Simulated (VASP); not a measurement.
# WC (Fm-3m) in VASP: notebook, part 2 of 2

VASP 6.6.1.

### Step 3. Single point, r2SCAN

POSCAR

```
WC
1.0
    0.0000000000      2.1824154775      2.1824154775
    2.1824154775      0.0000000000      2.1824154775
    2.1824154775      2.1824154775      0.0000000000
W C
1 1
Direct
    0.0000000000      0.0000000000      0.0000000000
    0.5000000000      0.5000000000      0.5000000000
```

INCAR.step1

```
SYSTEM = WC
ALGO = Normal ; EDIFF = 1E-4
ENCUT = 520 ; GGA = PE
ISMEAR = 0 ; LASPH = .True.
LCHARG = .False. ; LREAL = .False.
LWAVE = .True. ; NBANDS = 16
NELM = 100 ; PREC = Accurate
SIGMA = 0.1
```

INCAR.step2

```
SYSTEM = WC
ALGO = Normal ; EDIFF = 1E-7
ENCUT = 520 ; ISIF = 2
ISMEAR = 0 ; ISTART = 1
LASPH = .True. ; LCHARG = .False.
LMIXTAU = .True. ; LREAL = .False.
LWAVE = .False. ; METAGGA = R2SCAN
NBANDS = 16 ; NELM = 100
PREC = Accurate ; SIGMA = 0.1
```

KPOINTS

```
k-points
0
Gamma
  16 16 16
  0 0 0
```

Potentials or basis: VASP PAW PBE potentials, release 64 (W_sv, C).

On the command line:

```sh
> cat potpaw_PBE.64/W_sv/POTCAR potpaw_PBE.64/C/POTCAR > POTCAR
> cp INCAR.step1 INCAR
> mpirun -np 1 vasp_std > vasp.out
> cp INCAR.step2 INCAR
> mpirun -np 1 vasp_std > vasp.out
```

OUTCAR:

```text
SYSTEM = WC
   EDIFF = 1E-7
   ENCUT = 520
   ISIF = 2
   ISMEAR = 0
   ISTART = 1
   LASPH = .True.
   LREAL = .False.
   METAGGA = R2SCAN
   NELM = 100
   PREC = Accurate

 ion  position               nearest neighbor table
   1  0.000  0.000  0.000-   2 2.18   2 2.18   2 2.18   2 2.18   2 2.18   2 2.18
   2  0.500  0.500  0.500-   1 2.18   1 2.18   1 2.18   1 2.18   1 2.18   1 2.18

  LATTYP: Found a face centered cubic cell.
 ALAT       =     4.3648309550

  Lattice vectors:

 A1 = (   0.0000000000,   2.1824154775,   2.1824154775)
 A2 = (   2.1824154775,   0.0000000000,   2.1824154775)
 A3 = (   2.1824154775,   2.1824154775,   0.0000000000)

Analysis of symmetry for initial positions (statically):
=====================================================================
 Subroutine PRICEL returns:
 Original cell was already a primitive cell.

 Routine SETGRP: Setting up the symmetry group for a
 face centered cubic supercell.

 Subroutine GETGRP returns: Found 48 space group operations
 (whereof 48 operations were pure point group operations)
 out of a pool of 48 trial point group operations.

The static configuration has the point symmetry O_h .

Analysis of symmetry for dynamics (positions and initial velocities):
=====================================================================
 Subroutine PRICEL returns:
 Original cell was already a primitive cell.

 Routine SETGRP: Setting up the symmetry group for a
 face centered cubic supercell.

 Subroutine GETGRP returns: Found 48 space group operations
 (whereof 48 operations were pure point group operations)
 out of a pool of 48 trial point group operations.

The dynamic configuration has the point symmetry O_h .

 Subroutine INISYM returns: Found 48 space group operations
 (whereof 48 operations are pure point group operations),
 and found     1 'primitive' translations

----------------------------------------------------------------------------------------

                                     Primitive cell

[... 111 lines left out ...]
  volume/ion in A,a.u.               =      10.39        70.15
  Fermi-wavevector in a.u.,A,eV,Ry     =   1.560336  2.948608 33.125419  2.434650
  Thomas-Fermi vector in A             =   2.663563
   LORBIT       =      0    0 simple, 1 ext, 2 COOP (PROOUT), +10 PAW based schemes
   METAGGA = R2SCAN    functional components
   LHFCALC =     F    Hartree Fock is set to
   AEXX    =    0.0000 exact exchange contribution
   IVDW    =     0    specifies the selected vdW correction
   LEPSILON=     F    determine dielectric tensor
   LRPA    =     F    only Hartree local field effects (RPA)
 non-spin polarized calculation
 Gauss-broadening in eV      SIGMA  =   0.10
  energy-cutoff  :      520.00
  volume of cell :       20.79
 maximum number of plane-waves:       569
   NGX = 11   NGY = 11   NGZ = 11

 number of electron      18.0000000 magnetization

 Free energy of the ion-electron system (eV)
  ---------------------------------------------------
  ext. energy  EPLUGINS =         0.00000000
  ---------------------------------------------------
  free energy    TOTEN  =       -60.62602875 eV

  energy without entropy =      -60.62085891  energy(sigma->0) =      -60.62344383

 E-fermi :  12.6846     XC(G=0): -14.9428

 val. band max:       12.6778773087   @ k =  -0.3125   0.2500   0.0625
 cond. band min:      12.6889007768   @ k =  -0.3125   0.3125   0.0000
 fundamental gap:      0.0110234681
 Fermi energy:        12.6846344765

 k-point     1 :       0.0000    0.0000    0.0000
  band No.  band energies     occupation
      1     -64.8309      2.00000
      2     -28.1638      2.00000
      3     -28.1638      2.00000
      4     -28.1638      2.00000
      5      -4.2167      2.00000
      6       9.7246      2.00000
[... 433 lines left out ...]
      3     -28.1819      2.00000
      4     -28.1660      2.00000
      5      -3.9124      2.00000
      6       8.8658      2.00000
[... 8 lines left out ...]
     15      23.8852      0.00000
     16      34.0194      0.00000

 [... further k-points ...]

------------------------ aborting loop because EDIFF is reached ----------------------------------------

  FORCE on cell =-STRESS in cart. coord.  units (eV):
  Direction    XX          YY          ZZ          XY          YZ          ZX
  --------------------------------------------------------------------------------------
  -------------------------------------------------------------------------------------
  Total        0.2174925      0.2174925      0.2174925      0.0000000     -0.0000000      0.0000000
  in kB       16.7614904     16.7614904     16.7614904      0.0000000     -0.0000000      0.0000000
  external PRESSURE =      16.7614904 kB  Pullay stress =       0.0000000 kB

 VOLUME and BASIS-vectors are now :
 -----------------------------------------------------------------------------
  energy-cutoff  :      520.00
  volume of cell :       20.79
      direct lattice vectors                 reciprocal lattice vectors
     0.000000000  2.182415478  2.182415478    -0.229103947  0.229103947  0.229103947
     2.182415478  0.000000000  2.182415478     0.229103947 -0.229103947  0.229103947
     2.182415478  2.182415478  0.000000000     0.229103947  0.229103947 -0.229103947

 POSITION                                       TOTAL-FORCE (eV/Angst)
 -----------------------------------------------------------------------------------
      0.00000      0.00000      0.00000         0.000000      0.000000      0.000000
      2.18242      2.18242      2.18242        -0.000000     -0.000000     -0.000000
 -----------------------------------------------------------------------------------
    total drift:                                0.000000     -0.000000     -0.000000

  FREE ENERGIE OF THE ION-ELECTRON SYSTEM (eV)
  ---------------------------------------------------
  free  energy   TOTEN  =       -60.6260287518 eV

  energy  without entropy=      -60.6208589135  energy(sigma->0) =      -60.62344383
```

OUTCAR.step1:

```text
SYSTEM = WC
   EDIFF = 1E-4
   ENCUT = 520
   GGA = PE
   ISMEAR = 0
   LASPH = .True.
   LREAL = .False.
[... 676 lines left out ...]
      0.00000      0.00000      0.00000        -0.000000     -0.000000      0.000000
      2.18242      2.18242      2.18242         0.000000      0.000000     -0.000000
 -----------------------------------------------------------------------------------
    total drift:                                0.000000     -0.000000     -0.000000

  FREE ENERGIE OF THE ION-ELECTRON SYSTEM (eV)
  ---------------------------------------------------
  free  energy   TOTEN  =       -21.5524062491 eV

  energy  without entropy=      -21.5470197335  energy(sigma->0) =      -21.54971299
```

Run time: 1.7 min. Hardware: 1 thread of Intel Xeon Platinum 8488C (Sapphire Rapids), shared host; peak memory 0.18 GiB.

What came out:

```yaml
Free_energy: -60.6260 eV
Pressure: 1.7 GPa
Band_gap_on_the_k_mesh: zero (band 9 reaches 13.74 eV, above the bottom of band 10 at 10.44 eV)
```

Levels at points of the mesh, in eV from the Fermi level:
```tsv
k point	band 7	band 8	band 9	band 10	band 11	band 12
(0.00, 0.00, 0.00)	-2.96	-2.96	-1.25	-1.25	-1.25	-1.10
(0.50, 0.00, 0.00)	-7.11	-7.11	1.06	1.06	2.49	5.32
(0.50, 0.50, 0.00)	-6.01	-2.79	-2.79	0.82	2.34	2.34
```

Caveat: the PAW data sets were made with another functional, which shifts forces and pressure a little; spin-orbit coupling is left out, which moves the levels of the heavy elements.
